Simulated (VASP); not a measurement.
Be2C: single point with r2SCAN

Be2C:

```xyz
3
Lattice="2.1605 2.1605 0.0000 -2.1605 2.1605 0.0000 0.0000 2.1605 2.1605" Properties=species:S:1:pos:R:3 pbc="T T T"
Be   -1.0802    3.2407    1.0802
Be    1.0802    3.2407    1.0802
C     0.0000    0.0000    0.0000
```

```yaml
Program: VASP 6.6.1
Task: single point
Functional: r2SCAN
Potentials_or_basis: VASP PAW PBE potentials, release 64 (Be, C)
Cutoff: 660 eV
k_mesh: 14 × 14 × 14
Occupations: fermi-dirac, width 0.1 eV
Spin: no spin polarisation
```

```json
{
  "Pressure": "0.8 GPa",
  "Band gap on the k mesh": "1.53 eV, indirect (least direct gap 4.63 eV)"
}
```

Levels at points of the mesh, in eV from the valence-band top:
```csv
k point,band 1,band 2,band 3,band 4,band 5,band 6,band 7,band 8,band 9
"(0.00, 0.00, 0.00)",-15.98,0.00,0.00,0.00,4.63,4.63,4.63,7.46,14.43
"(0.50, 0.00, 0.00)",-13.01,-9.11,-1.91,-1.91,5.54,5.54,7.62,10.83,15.77
"(0.50, 0.50, 0.00)",-12.19,-7.15,-4.93,-4.93,1.53,6.21,14.46,14.46,16.66
```

Wall time 89 s on 1 thread of Intel(R) Xeon(R) Platinum 8375C CPU @ 2.90GHz (Ice Lake), on a shared host, peak memory 0.17 GiB.

Caveat: the PAW data sets were made with another functional, which shifts forces and pressure a little. A k mesh can miss the band edges.
